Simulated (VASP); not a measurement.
# Mg5SiN2 (P6/mmm) in VASP: further runs

Mg5SiN2 is run at these levels: PBE; tasks: single point.

Program: VASP 6.6.1. These are calculated values, not measurements. Logs are shortened: lines on timing, memory, paths and dates and some standing lists are left out, and cuts for length are marked.

## (1) The cell of the first run

The structure is hexagonal, space group P6/mmm (No. 191). Conventional cell: a = 4.820 Å, b = 4.820 Å, c = 6.623 Å, α = 90.00°, β = 90.00°, γ = 120.00°. Mg (site symmetry 3m) has 1 N at 1.96 Å and 4 Mg at 2.70 to 2.78 Å within 2.8 Å. Mg (site symmetry 6/mmm) has 6 N at 2.78 Å and 2 Si at 3.31 Å and 12 Mg at 3.41 Å within 3.7 Å. Si (site symmetry 6/mmm) has 14 Mg at 3.09 to 3.31 Å within 4.1 Å. Within 2.6 Å of N (site symmetry -6m2) lie 2 Mg at 1.96 Å.

The cell was built from a structure type or drawn by symmetry, and may not be a known phase.

## (2) Single point, PBE

INCAR reads:

```
SYSTEM = Mg5SiN2
PREC = Accurate
ENCUT = 600
EDIFF = 1E-6
ISMEAR = 0
SIGMA = 0.15
LREAL = .FALSE.
LASPH = .TRUE.
NELM = 120
ALGO = Normal
ISIF = 2
LWAVE = .FALSE.
LCHARG = .FALSE.
GGA = PE
NBANDS = 22
GGA_COMPAT = .FALSE.
```

KPOINTS reads:

```
regular mesh
0
G
  3 3 2
  0 0 0
```

POSCAR reads:

```
Mg5SiN2
1.0
    4.8200005931      0.0000000034      0.0000000000
   -2.4100002995      4.1742429582      0.0000000000
    0.0000000000      0.0000000000      6.6225450057
Mg Si N
5 1 2
Direct
    0.3333333333      0.6666666667      0.7962909916
    0.6666666667      0.3333333333      0.7962909916
    0.6666666667      0.3333333333      0.2037090084
    0.3333333333      0.6666666667      0.2037090084
    0.0000000000      0.0000000000      0.5000000000
    0.0000000000      0.0000000000      0.0000000000
    0.3333333333      0.6666666667      0.5000000000
    0.6666666667      0.3333333333      0.5000000000
```

Potentials or basis: VASP PAW PBE potentials, release 64 (Mg, Si, N).

Launch:

```
> cat potpaw_PBE.64/Mg/POTCAR potpaw_PBE.64/Si/POTCAR potpaw_PBE.64/N/POTCAR > POTCAR
> mpirun -np 1 vasp_std > vasp.out
```

OUTCAR:

```text
SYSTEM = Mg5SiN2
   PREC = Accurate
   ENCUT = 600
   EDIFF = 1E-6
   ISMEAR = 0
   LREAL = .FALSE.
   LASPH = .TRUE.
   NELM = 120
   ISIF = 2
   GGA = PE

 ion  position               nearest neighbor table
   1  0.333  0.667  0.796-   7 1.96   4 2.70   2 2.78   2 2.78   2 2.78   6 3.09   6 3.09   6 3.09
                             5 3.41   5 3.41   5 3.41
   2  0.667  0.333  0.796-   8 1.96   3 2.70   1 2.78   1 2.78   1 2.78   6 3.09   6 3.09   6 3.09
                             5 3.41   5 3.41   5 3.41
   3  0.667  0.333  0.204-   8 1.96   2 2.70   4 2.78   4 2.78   4 2.78   6 3.09   6 3.09   6 3.09
                             5 3.41   5 3.41   5 3.41
   4  0.333  0.667  0.204-   7 1.96   1 2.70   3 2.78   3 2.78   3 2.78   6 3.09   6 3.09   6 3.09
                             5 3.41   5 3.41   5 3.41
   5  0.000  0.000  0.500-   6 3.31   6 3.31   3 3.41   4 3.41   1 3.41   2 3.41   2 3.41   3 3.41
                             1 3.41   4 3.41   2 3.41   3 3.41   1 3.41   4 3.41
   6  0.000  0.000  0.000-   1 3.09   2 3.09   3 3.09   4 3.09   2 3.09   3 3.09   1 3.09   4 3.09
                             2 3.09   3 3.09   1 3.09   4 3.09   5 3.31   5 3.31
   7  0.333  0.667  0.500-   1 1.96   4 1.96
   8  0.667  0.333  0.500-   2 1.96   3 1.96

  LATTYP: Found a hexagonal cell.
 ALAT       =     4.8200005931
 C/A-ratio  =     1.3739718238

  Lattice vectors:

 A1 = (   4.8200005931,   0.0000000034,   0.0000000000)
 A2 = (  -2.4100002995,   4.1742429582,   0.0000000000)
 A3 = (   0.0000000000,   0.0000000000,   6.6225450057)

Analysis of symmetry for initial positions (statically):
=====================================================================
 Subroutine PRICEL returns:
 Original cell was already a primitive cell.

 Routine SETGRP: Setting up the symmetry group for a
 hexagonal supercell.

 Subroutine GETGRP returns: Found 24 space group operations
 (whereof 24 operations were pure point group operations)
 out of a pool of 24 trial point group operations.

The static configuration has the point symmetry D_6h.

Analysis of symmetry for dynamics (positions and initial velocities):
=====================================================================
 Subroutine PRICEL returns:
 Original cell was already a primitive cell.

 Routine SETGRP: Setting up the symmetry group for a
 hexagonal supercell.

 Subroutine GETGRP returns: Found 24 space group operations
 (whereof 24 operations were pure point group operations)
 out of a pool of 24 trial point group operations.
[... 99 lines left out ...]
   NFREE  =      0    steps in history (QN), initial steepest desc. (CG)
   ISIF   =      2    stress and relaxation
   ISYM   =      2    0-nonsym 1-usesym 2-fastsym
   POTIM  = 0.5000    time-step for ionic-motion
   TEBEG  =    0.0;   TEEND  =   0.0 temperature during run
   PSTRESS=    0.0 pullay stress
   NELECT =      24.0000    total number of electrons
   NUPDOWN=      -1.0000    fix difference up-down
   EMIN   =  10.00;   EMAX   =-10.00  energy-range for DOS
   EFERMI =   0.00;   METHOD = LEGACY
   ISMEAR =     0;   SIGMA  =   0.15  broadening in eV -4-tet -1-fermi 0-gaus
   EFERMI_NEDOS =   21; number of points for ismear=-14 and -15
   IALGO  =     38    algorithm
   IMIX   =      4    mixing-type and parameters
     AMIX     =   0.40;   BMIX     =  1.00
     AMIX_MAG =   1.60;   BMIX_MAG =  1.00
  volume/ion in A,a.u.               =      16.66       112.40
  Fermi-wavevector in a.u.,A,eV,Ry     =   0.924546  1.747139 11.630068  0.854786
  Thomas-Fermi vector in A             =   2.050304
   LORBIT       =      0    0 simple, 1 ext, 2 COOP (PROOUT), +10 PAW based schemes
   GGA     = PE    functional components
   LHFCALC =     F    Hartree Fock is set to
   AEXX    =    0.0000 exact exchange contribution
   IVDW    =     0    specifies the selected vdW correction
   LEPSILON=     F    determine dielectric tensor
   LRPA    =     F    only Hartree local field effects (RPA)
 non-spin polarized calculation
 Gauss-broadening in eV      SIGMA  =   0.15
  energy-cutoff  :      600.00
  volume of cell :      133.24
 maximum number of plane-waves:      4503
 NGX is ok and might be reduce to    40
   NGX = 19   NGY = 19   NGZ = 27

 number of electron      24.0000000 magnetization

 Free energy of the ion-electron system (eV)
  ---------------------------------------------------
  ext. energy  EPLUGINS =         0.00000000
  ---------------------------------------------------
  free energy    TOTEN  =       -26.40037214 eV

  energy without entropy =      -26.30836706  energy(sigma->0) =      -26.35436960

 E-fermi :   3.5284     XC(G=0):  -9.3676

 val. band max:        3.4932653835   @ k =   0.3333  -0.0000   0.5000
 cond. band min:       3.5548155935   @ k =   0.3333  -0.0000   0.5000
 fundamental gap:      0.0615502100
 Fermi energy:         3.5283873579

 k-point     1 :       0.0000    0.0000    0.0000
  band No.  band energies     occupation
      1     -10.0409      2.00000
      2      -8.3515      2.00000
      3      -4.6943      2.00000
      4      -1.5731      2.00000
      5       0.8909      2.00000
      6       0.8909      2.00000
[... 139 lines left out ...]
     21       8.9480      0.00000
     22      10.1560      0.00000

------------------------ aborting loop because EDIFF is reached ----------------------------------------

  FORCE on cell =-STRESS in cart. coord.  units (eV):
  Direction    XX          YY          ZZ          XY          YZ          ZX
  --------------------------------------------------------------------------------------
  -------------------------------------------------------------------------------------
  Total        0.0508260      0.0508260     -0.0978701     -0.0000000      0.0000000      0.0000000
  in kB        0.6111481      0.6111481     -1.1768219     -0.0000000      0.0000000      0.0000000
  external PRESSURE =       0.0151581 kB  Pullay stress =       0.0000000 kB

 VOLUME and BASIS-vectors are now :
 -----------------------------------------------------------------------------
  energy-cutoff  :      600.00
  volume of cell :      133.24
      direct lattice vectors                 reciprocal lattice vectors
     4.820000593  0.000000003  0.000000000     0.207468854  0.119782199  0.000000000
    -2.410000300  4.174242958  0.000000000    -0.000000000  0.239564398  0.000000000
     0.000000000  0.000000000  6.622545006     0.000000000  0.000000000  0.150999351

 POSITION                                       TOTAL-FORCE (eV/Angst)
 -----------------------------------------------------------------------------------
     -0.00000      2.78283      5.27347         0.000000     -0.000000     -0.003846
      2.41000      1.39141      5.27347         0.000000     -0.000000     -0.003846
      2.41000      1.39141      1.34907        -0.000000     -0.000000      0.003846
     -0.00000      2.78283      1.34907         0.000000     -0.000000      0.003846
      0.00000      0.00000      3.31127         0.000000     -0.000000      0.000000
      0.00000      0.00000      0.00000         0.000000     -0.000000      0.000000
     -0.00000      2.78283      3.31127         0.000000     -0.000000      0.000000
      2.41000      1.39141      3.31127        -0.000000      0.000000      0.000000
 -----------------------------------------------------------------------------------
    total drift:                                0.000000      0.000000      0.000000

  FREE ENERGIE OF THE ION-ELECTRON SYSTEM (eV)
  ---------------------------------------------------
  free  energy   TOTEN  =       -26.4003721433 eV

  energy  without entropy=      -26.3083670589  energy(sigma->0) =      -26.35436960
```

stdout:

```text
POSCAR found type information on POSCAR MgSiN
 POSCAR found :  3 types and       8 ions
 scaLAPACK will be used
 LDA part: xc-table for (Slater+PW92), standard interpolation
 POSCAR, INCAR and KPOINTS ok, starting setup
 FFT: planning ... GRIDC
 FFT: planning ... GRID_SOFT
 FFT: planning ... GRID
 WAVECAR not read
 entering main loop
```

It took 41 s on 1 thread of AMD EPYC 7R43 (Zen 3), shared host; peak memory 0.24 GiB.

Results:

```
Free energy            : -26.4004 eV
Pressure               : 0.0 GPa
Largest force          : 0.004 eV/Å
Band gap on the k mesh : zero (bands 12 and 13 overlap by 0.81 eV)
```

Forces on the atoms (eV/Å):
```
Mg   0.000  0.000 -0.004
Mg   0.000  0.000 -0.004
Mg   0.000  0.000  0.004
Mg   0.000  0.000  0.004
Mg   0.000  0.000  0.000
Si   0.000  0.000  0.000
N    0.000  0.000  0.000
N    0.000  0.000  0.000
```

Levels at points of the mesh, in eV from the Fermi level:
```tsv
k point	band 10	band 11	band 12	band 13	band 14	band 15
(0.00, 0.00, 0.00)	-1.15	-0.36	-0.14	-0.14	0.04	1.46
(0.00, 0.00, 0.50)	-0.91	-0.79	-0.79	-0.07	1.05	1.05
```

Caveat: the k points lie up to 0.50 Å⁻¹ apart, too coarse for converged energies and pressures of a metal.

## (3) Single point, PBE

This run uses another cell than the first one, of 17.72 Å³/atom.

INCAR reads:

```
SYSTEM = Mg5SiN2
PREC     = Accurate       ! precision mode
ENCUT    = 600            ! plane-wave cutoff, eV
EDIFF    = 1E-6           ! SCF threshold, eV
ISMEAR   = 0              ! smearing method
SIGMA    = 0.15           ! smearing width, eV
LREAL    = .FALSE.        ! projectors in reciprocal space
LASPH    = .TRUE.         ! aspherical terms in the spheres
NELM     = 120            ! most SCF steps
ALGO     = Normal         ! electronic algorithm
ISIF     = 2              ! what is computed and relaxed
LWAVE    = .FALSE.        ! write WAVECAR
LCHARG   = .TRUE.         ! write CHGCAR
GGA      = PE             ! functional
LELF     = .TRUE.         ! ELF
LVHAR    = .TRUE.       
NBANDS   = 22             ! bands
GGA_COMPAT= .FALSE.
```

KPOINTS reads:

```
Automatic mesh
0
G
  3 3 2
  0 0 0
```

POSCAR reads:

```
Mg5SiN2
1.0
    5.4876403605      0.0000000000      0.0000000000
   -2.7438201803      4.7524359590      0.0000000000
    0.0000000000      0.0000000000      5.4341978715
Mg Si N
5 1 2
Direct
    0.3333333333      0.6666666667      0.0000000000
    0.6666666667      0.3333333333      0.0000000000
    0.5000000000      0.0000000000      0.5000000000
    0.0000000000      0.5000000000      0.5000000000
    0.5000000000      0.5000000000      0.5000000000
    0.0000000000      0.0000000000      0.0000000000
    0.0000000000      0.0000000000      0.6160961338
    0.0000000000      0.0000000000      0.3839038662
```

Potentials or basis: VASP PAW PBE potentials, release 64 (Mg, Si, N).

Launch:

```
> cat potpaw_PBE.64/Mg/POTCAR potpaw_PBE.64/Si/POTCAR potpaw_PBE.64/N/POTCAR > POTCAR
> mpirun -np 1 vasp_std > vasp.out
```

Run time: 52 s. Hardware: 1 thread of AMD EPYC 7R43 (Zen 3), shared host; peak memory 0.28 GiB.

The run converged. Its results:

```
Free energy            : -26.2153 eV
Pressure               : 0.4 GPa
Largest force          : 0.167 eV/Å
Band gap on the k mesh : zero (bands 12 and 13 overlap by 0.92 eV)
```

Forces on the atoms (eV/Å):
```
Mg   0.000  0.000  0.000
Mg   0.000  0.000  0.000
Mg   0.000  0.000  0.000
Mg   0.000  0.000  0.000
Mg   0.000  0.000  0.000
Si   0.000  0.000  0.000
N    0.000  0.000  0.167
N    0.000  0.000 -0.167
```

Stress tensor (GPa, compression positive):
```
0.49 0.00 0.00
0.00 0.49 0.00
0.00 0.00 0.31
```

Levels at points of the mesh, in eV from the Fermi level:
```
           k point  band 10  band 11  band 12  band 13  band 14  band 15
(0.00, 0.00, 0.00)    -0.85    -0.85    -0.81    -0.81    -0.57    -0.57
(0.00, 0.00, 0.50)    -2.21    -1.37     0.11     0.11     0.67     0.67
```

Caveat: the k points lie up to 0.58 Å⁻¹ apart, too coarse for converged energies and pressures of a metal.

## (4) Single point, PBE

This run uses another cell than the first one, of 16.42 Å³/atom.

INCAR reads:

```
ALGO     = Normal         # electronic algorithm
EDIFF    = 1E-6           # SCF threshold, eV
ENCUT    = 600            # plane-wave cutoff, eV
GGA      = PE             # functional
GGA_COMPAT= False        
ISIF     = 2              # what is computed and relaxed
ISMEAR   = 0              # smearing method
LASPH    = True           # aspherical terms in the spheres
LCHARG   = False          # write CHGCAR
LREAL    = False          # projectors in reciprocal space
LWAVE    = False          # write WAVECAR
NBANDS   = 22             # bands
NELM     = 120            # most SCF steps
PREC     = Accurate       # precision mode
SIGMA    = 0.15           # smearing width, eV
```

KPOINTS reads:

```
k-points
0
Gamma
  4 4 2
```

POSCAR reads:

```
Mg5SiN2
1.0
    4.7740439244      0.0000000000      0.0000000000
   -2.3870219622      4.1344433173      0.0000000000
    0.0000000000      0.0000000000      6.6570042431
Mg Si N
5 1 2
Direct
    0.3333333333      0.6666666667      0.7057288100
    0.3333333333      0.6666666667      0.2942711900
    0.6666666667      0.3333333333      0.2942711900
    0.6666666667      0.3333333333      0.7057288100
    0.0000000000      0.0000000000      0.0000000000
    0.0000000000      0.0000000000      0.5000000000
    0.3333333333      0.6666666667      0.0000000000
    0.6666666667      0.3333333333      0.0000000000
```

Launch:

```
> cat potpaw_PBE.64/Mg/POTCAR potpaw_PBE.64/Si/POTCAR potpaw_PBE.64/N/POTCAR > POTCAR
> mpirun -np 1 vasp_std > vasp.out
```

Wall time 50 s (1 thread of AMD EPYC 7R43 (Zen 3), shared host); peak memory 0.24 GiB.

The run converged. Its results:

- Free energy: -26.5923 eV
- Pressure: 0.2 GPa
- Largest force: 0.038 eV/Å
- Band gap on the k mesh: zero (bands 12 and 13 overlap by 0.79 eV)

Forces in eV/Å, atoms in the order of the input:
```
Mg   0.000  0.000  0.038
Mg   0.000  0.000 -0.038
Mg   0.000  0.000 -0.038
Mg   0.000  0.000  0.038
Mg   0.000  0.000  0.000
Si   0.000  0.000  0.000
N    0.000  0.000  0.000
N    0.000  0.000  0.000
```

Stress tensor (GPa, compression positive):
```
 0.43  0.00  0.00
 0.00  0.43  0.00
 0.00  0.00 -0.13
```

Levels at points of the mesh, in eV from the Fermi level:
| k point | band 9 | band 10 | band 11 | band 12 | band 13 | band 14 | band 15 | band 16 |
| --- | --- | --- | --- | --- | --- | --- | --- | --- |
| (0.00, 0.00, 0.00) | -1.50 | -1.36 | -0.48 | -0.29 | -0.29 | -0.08 | 1.27 | 1.27 |
| (0.50, 0.00, 0.00) | -1.75 | -1.71 | -0.96 | -0.62 | 0.29 | 1.23 | 1.80 | 2.40 |
| (0.00, 0.00, 0.50) | -1.05 | -1.05 | -0.96 | -0.96 | -0.21 | 0.87 | 0.87 | 2.67 |
| (0.50, 0.00, 0.50) | -2.24 | -1.27 | -1.02 | -0.40 | 0.29 | 0.52 | 2.23 | 3.12 |

Caveat: the k points lie up to 0.47 Å⁻¹ apart, too coarse for converged energies and pressures of a metal.

## (5) Summary

```tsv
cell	k mesh	gap on the mesh (eV)	pressure (GPa)	largest force (eV/Å)
a = 4.820, b = 4.820, c = 6.623 Å, angles 90.0, 90.0, 120.0°, 8 atoms, atomic positions A	3 × 3 × 2	none	0.0	-
a = 5.488, b = 5.488, c = 5.434 Å, angles 90.0, 90.0, 120.0°, 8 atoms, atomic positions B	3 × 3 × 2	none	0.4	0.17
a = 4.774, b = 4.774, c = 6.657 Å, angles 90.0, 90.0, 120.0°, 8 atoms, atomic positions C	4 × 4 × 2	none	0.2	0.04
```

Alike in all rows: task single point; level PBE; potentials or basis VASP PAW PBE potentials, release 64 (Mg, Si, N); no spin polarisation; cutoff (eV) 600; smearing gaussian 0.15 eV.

Caveats: all runs use coarse meshes.

Absolute energies hang on the potentials; compare differences alone.
